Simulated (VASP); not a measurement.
# Al4N5 in VASP: a series of runs

The runs below take Al4N5 through single point, with PBE.

All numbers are computed with VASP 6.6.1; they aren't measurements. Logs are shortened: lines on timing, memory, paths and dates and some standing lists are left out, and cuts for length are marked.

### 1 The cell of the first run

The cell holds a slab with vacuum, 9 atoms: a = 3.130 Å, b = 3.130 Å, c = 23.562 Å, α = 90.00°, β = 90.00°, γ = 120.00°.

### 2 Single point, PBE, collinear spin

File INCAR:

```
SYSTEM = Al4N5
ALGO     = Normal         ! electronic algorithm
DIPOL    = 0.5 0.5 0.370
EDIFF    = 1E-6           ! SCF threshold, eV
ENCUT    = 520            ! plane-wave cutoff, eV
GGA      = PE             ! functional
IDIPOL   = 3            
ISIF     = 2              ! what is computed and relaxed
ISMEAR   = 0              ! smearing method
ISPIN    = 2              ! spin polarisation
LASPH    = .True.         ! aspherical terms in the spheres
LCHARG   = .False.        ! write CHGCAR
LDIPOL   = .True.       
LORBIT   = 11             ! projections on sites
LREAL    = .False.        ! projectors in reciprocal space
LWAVE    = .False.        ! write WAVECAR
MAGMOM   = 0 0 0 0 3 0 0 0 0 ! initial moments
NBANDS   = 32             ! bands
NELM     = 150            ! most SCF steps
PREC     = Accurate       ! precision mode
SIGMA    = 0.05           ! smearing width, eV
```

File KPOINTS:

```
k-points
0
Gamma
  9 9 1
  0 0 0
```

File POSCAR:

```
Al4N5
1.0
    3.1297683446      0.0000000000      0.0000000000
   -1.5648841723      2.7104588944      0.0000000000
    0.0000000000      0.0000000000     23.5622383296
N Al
5 4
Direct
    0.3333333333      0.6666666667      0.1697631585
    0.6666666667      0.3333333333      0.2762323142
    0.3333333333      0.6666666667      0.3850947236
    0.6666666667      0.3333333333      0.4903953008
    0.3333333333      0.6666666667      0.5943566918
    0.6666666667      0.3333333333      0.1949871942
    0.3333333333      0.6666666667      0.3014563499
    0.6666666667      0.3333333333      0.4056970604
    0.3333333333      0.6666666667      0.5119309193
```

Potentials or basis: VASP PAW PBE potentials, release 64 (N, Al).

Started as:

```console
cat potpaw_PBE.64/N/POTCAR potpaw_PBE.64/Al/POTCAR > POTCAR
mpirun -np 1 vasp_std > vasp.out
```

OUTCAR:

```text
SYSTEM = Al4N5
   EDIFF = 1E-6
   ENCUT = 520
   GGA = PE
   ISIF = 2
   ISMEAR = 0
   ISPIN = 2
   LASPH = .True.
   LORBIT = 11
   LREAL = .False.
   NELM = 150
   PREC = Accurate

 ion  position               nearest neighbor table
   1  0.333  0.667  0.170-   6 1.90   6 1.90   6 1.90
   2  0.667  0.333  0.276-   7 1.90   7 1.90   7 1.90   6 1.91
   3  0.333  0.667  0.385-   8 1.87   8 1.87   8 1.87   7 1.97
   4  0.667  0.333  0.490-   9 1.88   9 1.88   9 1.88   8 2.00
   5  0.333  0.667  0.594-   9 1.94
   6  0.667  0.333  0.195-   1 1.90   1 1.90   1 1.90   2 1.91   7 3.09   7 3.09   7 3.09
   7  0.333  0.667  0.301-   2 1.90   2 1.90   2 1.90   3 1.97   8 3.05   8 3.05   8 3.05   6 3.09
                             6 3.09   6 3.09
   8  0.667  0.333  0.406-   3 1.87   3 1.87   3 1.87   4 2.00   7 3.05   7 3.05   7 3.05   9 3.09
                             9 3.09   9 3.09
   9  0.333  0.667  0.512-   4 1.88   4 1.88   4 1.88   5 1.94   8 3.09   8 3.09   8 3.09

  LATTYP: Found a hexagonal cell.
 ALAT       =     3.1297683446
 C/A-ratio  =     7.5284288597

  Lattice vectors:

 A1 = (   3.1297683446,   0.0000000000,   0.0000000000)
 A2 = (  -1.5648841723,   2.7104588944,   0.0000000000)
 A3 = (   0.0000000000,   0.0000000000,  23.5622383296)

Analysis of symmetry for initial positions (statically):
=====================================================================
 Subroutine PRICEL returns:
 Original cell was already a primitive cell.

 Routine SETGRP: Setting up the symmetry group for a
 hexagonal supercell.

 Subroutine GETGRP returns: Found  6 space group operations
 (whereof  6 operations were pure point group operations)
 out of a pool of 24 trial point group operations.

The static configuration has the point symmetry C_3v.

Analysis of symmetry for dynamics (positions and initial velocities):
=====================================================================
 Subroutine PRICEL returns:
 Original cell was already a primitive cell.

 Routine SETGRP: Setting up the symmetry group for a
 hexagonal supercell.

 Subroutine GETGRP returns: Found  6 space group operations
 (whereof  6 operations were pure point group operations)
 out of a pool of 24 trial point group operations.

The dynamic configuration has the point symmetry C_3v.

Analysis of structural, dynamic, and magnetic symmetry:
=====================================================================
 Subroutine PRICEL returns:
 Original cell was already a primitive cell.
[... 163 lines left out ...]

 val. band max:       -1.0455832943   @ k =   0.3333   0.1111   0.0000
 cond. band min:      -1.0368570875   @ k =   0.2222   0.2222   0.0000
 fundamental gap:      0.0087262068
 Fermi energy:        -1.0449739699

 spin component 1

 k-point     1 :       0.0000    0.0000    0.0000
  band No.  band energies     occupation
      1     -17.1972      1.00000
      2     -16.4082      1.00000
      3     -15.8256      1.00000
      4     -14.8528      1.00000
      5     -14.1410      1.00000
      6      -7.4545      1.00000
[... 385 lines left out ...]
     29       9.0945      0.00000
     30       9.2929      0.00000
 Fermi energy:        -1.0449739699

 spin component 2

 k-point     1 :       0.0000    0.0000    0.0000
  band No.  band energies     occupation
      1     -17.1552      1.00000
      2     -16.2819      1.00000
      3     -15.7017      1.00000
      4     -14.1442      1.00000
      5     -12.0136      1.00000
      6      -7.3684      1.00000
[... 385 lines left out ...]
     29       9.2143      0.00000
     30       9.2940      0.00000
 [bands above 30 left out]

------------------------ aborting loop because EDIFF is reached ----------------------------------------

 vacuum level on the upper side and lower side of the slab       (xc-potential included)         0.121        -0.122

  FORCE on cell =-STRESS in cart. coord.  units (eV):
  Direction    XX          YY          ZZ          XY          YZ          ZX
  --------------------------------------------------------------------------------------
  -------------------------------------------------------------------------------------
  Total        1.3001801      1.3001801     -1.5851618      0.0000000      0.0000000      0.0000000
  in kB       10.4217949     10.4217949    -12.7061105      0.0000000      0.0000000      0.0000000
  external PRESSURE =       2.7124931 kB  Pullay stress =       0.0000000 kB

 VOLUME and BASIS-vectors are now :
 -----------------------------------------------------------------------------
  energy-cutoff  :      520.00
  volume of cell :      199.88
      direct lattice vectors                 reciprocal lattice vectors
     3.129768345  0.000000000  0.000000000     0.319512465  0.184470608  0.000000000
    -1.564884172  2.710458894  0.000000000     0.000000000  0.368941216  0.000000000
     0.000000000  0.000000000 23.562238330     0.000000000  0.000000000  0.042440790

 POSITION                                       TOTAL-FORCE (eV/Angst)
 -----------------------------------------------------------------------------------
     -0.00000      1.80697      4.00000         0.000000     -0.000000      1.885658
      1.56488      0.90349      6.50865         0.000000     -0.000000      1.135595
     -0.00000      1.80697      9.07369        -0.000000      0.000000     -0.962592
      1.56488      0.90349     11.55481         0.000000     -0.000000     -0.901309
     -0.00000      1.80697     14.00437         0.000000      0.000000      0.033286
      1.56488      0.90349      4.59433        -0.000000      0.000000     -2.251273
     -0.00000      1.80697      7.10299        -0.000000      0.000000     -0.539991
      1.56488      0.90349      9.55913        -0.000000      0.000000      1.160652
     -0.00000      1.80697     12.06224        -0.000000      0.000000      0.439974
 -----------------------------------------------------------------------------------
    total drift:                                0.000000      0.000000     -0.000451

  FREE ENERGIE OF THE ION-ELECTRON SYSTEM (eV)
  ---------------------------------------------------
  free  energy   TOTEN  =       -60.8257271526 eV

  energy  without entropy=      -60.8114368182  energy(sigma->0) =      -60.81858199

 vacuum level on the upper side and lower side of the slab         6.768         6.521

 total charge

# of ion       s       p       d       tot
------------------------------------------
    1        1.256   2.440   0.000   3.696
    2        1.229   2.613   0.000   3.842
    3        1.225   2.636   0.000   3.861
    4        1.226   2.617   0.000   3.842
    5        1.329   2.072   0.000   3.400
    6        0.369   0.426   0.000   0.796
    7        0.362   0.424   0.000   0.786
    8        0.367   0.434   0.000   0.801
    9        0.375   0.435   0.000   0.810
--------------------------------------------------
tot          7.738  14.097   0.000  21.835

 magnetization (x)

# of ion       s       p       d       tot
------------------------------------------
    1       -0.000  -0.001   0.000  -0.001
    2        0.000   0.002   0.000   0.002
    3        0.000   0.007   0.000   0.007
    4        0.004   0.065   0.000   0.069
    5        0.049   1.421   0.000   1.470
    6        0.000  -0.000   0.000  -0.000
    7        0.000   0.000   0.000   0.000
    8        0.001   0.003   0.000   0.004
    9       -0.003   0.008   0.000   0.005
--------------------------------------------------
tot          0.051   1.505   0.000   1.557
```

Run time: 8.2 min. Hardware: 1 thread of Intel Xeon Platinum 8259CL at 2.50GHz (Skylake/Cascade Lake), shared host; peak memory 0.44 GiB.

Results:

- Free energy: -60.8257 eV
- Largest force: 2.251 eV/Å
- Net moment: 2.38 μB per cell
- Site moments: N -0.00, +0.00, +0.01, +0.07, +1.47; Al -0.00, +0.00, +0.01 (each value once) μB
- Valence electrons inside the program's atomic spheres: N 3.70, 3.84, 3.86, 3.40 (each value once); Al 0.80, 0.79, 0.81 (each value once)

Forces in eV/Å, atoms in the order of the input:
```
N    0.000  0.000  1.886
N    0.000  0.000  1.136
N    0.000  0.000 -0.963
N    0.000  0.000 -0.901
N    0.000  0.000  0.033
Al   0.000  0.000 -2.251
Al   0.000  0.000 -0.540
Al   0.000  0.000  1.161
Al   0.000  0.000  0.440
```

Levels at points of the mesh, in eV from the Fermi level:
Spin up:
```
           k point  band 16  band 17  band 18  band 19  band 20  band 21  band 22  band 23  band 24  band 25
(0.00, 0.00, 0.00)    -0.74    -0.74    -0.47     0.09     0.09     3.54     4.89     5.35     6.50     7.21
```
Spin down:
| k point | band 14 | band 15 | band 16 | band 17 | band 18 | band 19 | band 20 | band 21 | band 22 | band 23 |
| --- | --- | --- | --- | --- | --- | --- | --- | --- | --- | --- |
| (0.00, 0.00, 0.00) | -1.42 | -0.66 | -0.13 | 0.09 | 0.09 | 3.21 | 3.21 | 3.63 | 5.02 | 5.39 |

### 3 Single point, PBE, collinear spin

File INCAR:

```
SYSTEM = Al4N5
PREC = Accurate ; ENCUT = 520
EDIFF = 1E-6 ; ISMEAR = 0
SIGMA = 0.05 ; LREAL = .False.
LASPH = .True. ; NELM = 150
ALGO = Normal ; ISIF = 2
LWAVE = .False. ; LCHARG = .False.
ISPIN = 2 ; MAGMOM = 0 0 0 0 3 0 0 0 0
LORBIT = 11 ; LDIPOL = .True.
IDIPOL = 3 ; DIPOL = 0.5 0.5 0.366
GGA = PE ; NBANDS = 32
```

File KPOINTS:

```
Automatic mesh
0
Gamma
  9 9 1
  0 0 0
```

Edit POSCAR of step 2 so:

```diff
@@ -12,3 +12,3 @@
     0.6666666667      0.3333333333      0.4903953008
-    0.3333333333      0.6666666667      0.5943566918
+    0.6666666667      1.3333333333      0.5566574953
     0.6666666667      0.3333333333      0.1949871942
```

Potentials or basis: VASP PAW PBE potentials, release 64 (N, Al).

Started as:

```console
cat potpaw_PBE.64/N/POTCAR potpaw_PBE.64/Al/POTCAR > POTCAR
mpirun -np 1 vasp_std > vasp.out
```

It took 7.5 min on 1 thread of Intel Xeon Platinum 8259CL at 2.50GHz (Skylake/Cascade Lake), shared host; peak memory 0.43 GiB.

It converged, with:

| Quantity | Value |
| --- | --- |
| Free energy | -61.4575 eV |
| Largest force | 4.728 eV/Å |
| Net moment | -0.36 μB per cell |
| Site moments | N -0.33, -0.02, -0.00, +0.03, +0.12; Al +0.00, -0.00 (each value once) μB |
| Valence electrons inside the program's atomic spheres | N 3.70, 3.84, 3.86, 3.87, 3.59; Al 0.80, 0.79, 0.78, 0.73 |

Forces on the atoms (eV/Å):
```
N    0.000  0.000  2.381
N    0.000  0.000  1.706
N    0.000  0.000 -0.375
N    0.000  0.000 -4.728
N    0.000  0.000  0.074
Al   0.000  0.000 -2.957
Al   0.000  0.000 -1.095
Al   0.000  0.000  0.524
Al   0.000  0.000  4.469
```

Levels at points of the mesh, in eV from the Fermi level:
Spin up:
| k point | band 15 | band 16 | band 17 | band 18 | band 19 | band 20 | band 21 | band 22 |
| --- | --- | --- | --- | --- | --- | --- | --- | --- |
| (0.00, 0.00, 0.00) | -0.69 | -0.05 | -0.05 | 0.27 | 0.27 | 1.82 | 1.95 | 3.93 |
Spin down:
| k point | band 15 | band 16 | band 17 | band 18 | band 19 | band 20 | band 21 | band 22 | band 23 | band 24 |
| --- | --- | --- | --- | --- | --- | --- | --- | --- | --- | --- |
| (0.00, 0.00, 0.00) | -1.56 | -0.34 | -0.34 | 0.54 | 0.54 | 1.81 | 1.94 | 3.86 | 4.48 | 5.80 |

(Part 1 of 2 ends here.)
